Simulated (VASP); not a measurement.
Set up this calculation in VASP 6.6.1, as the native input.

| Quantity | Value |
| --- | --- |
| Task | single point |
| Functional | PBE |
| Potentials or basis | VASP PAW PBE potentials, release 64 (Gd, N) |
| Cutoff | 520 eV |
| k mesh | 8 × 8 × 10 |
| Occupations | gaussian, width 0.05 eV |
| Spin | collinear spin, antiferromagnetic start |
| Starting moments | [7.0, -7.0, 0.0, 0.0] μB |
| Dipole correction | no |
| Further INCAR settings | ALGO = Normal; EDIFF = 1e-06; NBANDS = 35 |

The structure of GdN lies in POSCAR:

```
GdN
1.0
    4.2975026518      0.0000000000      0.0000000000
    0.0000000000      4.2975026518      0.0000000000
    0.0000000000      0.0000000000      3.5650816776
Gd N
2 2
Direct
    0.5000000000      0.0000000000      0.2485409416
    0.0000000000      0.5000000000      0.7514590584
    0.0000000000      0.0000000000      0.0000000000
    0.5000000000      0.5000000000      0.0000000000
```

These files were run (other wordings do the same):

INCAR

```
PREC     = Accurate       # precision mode
ENCUT    = 520            # plane-wave cutoff, eV
EDIFF    = 1E-6           # SCF threshold, eV
ISMEAR   = 0              # smearing method
SIGMA    = 0.05           # smearing width, eV
LREAL    = F              # projectors in reciprocal space
LASPH    = T              # aspherical terms in the spheres
NELM     = 150            # most SCF steps
ALGO     = Normal         # electronic algorithm
ISIF     = 2              # what is computed and relaxed
LWAVE    = F              # write WAVECAR
LCHARG   = F              # write CHGCAR
ISPIN    = 2              # spin polarisation
MAGMOM   = 7 -7 0 0       # initial moments
LORBIT   = 11             # projections on sites
LMAXMIX  = 6              # l up to which the mixer works
GGA      = PE             # functional
NBANDS   = 35             # bands
```

KPOINTS

```
Automatic mesh
0
Gamma
  8 8 10
```

Potentials or basis: VASP PAW PBE potentials, release 64 (Gd, N).

The run is started by

```bash
$ cat potpaw_PBE.64/Gd/POTCAR potpaw_PBE.64/N/POTCAR > POTCAR
$ mpirun -np 1 vasp_std > vasp.out
```

It gave:

```json
{"Pressure": "-0.1 GPa", "Largest force": "0.012 eV/Å", "Band gap on the k mesh": "0.89 eV (least direct gap 1.12 eV)", "Net moment": "0.00 μB per cell", "Site moments": "Gd +6.74, -6.74; N +0.00 μB", "Valence electrons inside the program's atomic spheres": "Gd 15.31; N 3.65"}
```

Caveat: spin-orbit coupling is left out, which moves the levels of the heavy elements; semilocal functionals describe open f shells poorly, which spoils levels, moments and volumes.

Wall time 48 min on 1 thread of Intel(R) Xeon(R) Platinum 8259CL CPU @ 2.50GHz (Skylake/Cascade Lake), on a shared host, peak memory 0.45 GiB.
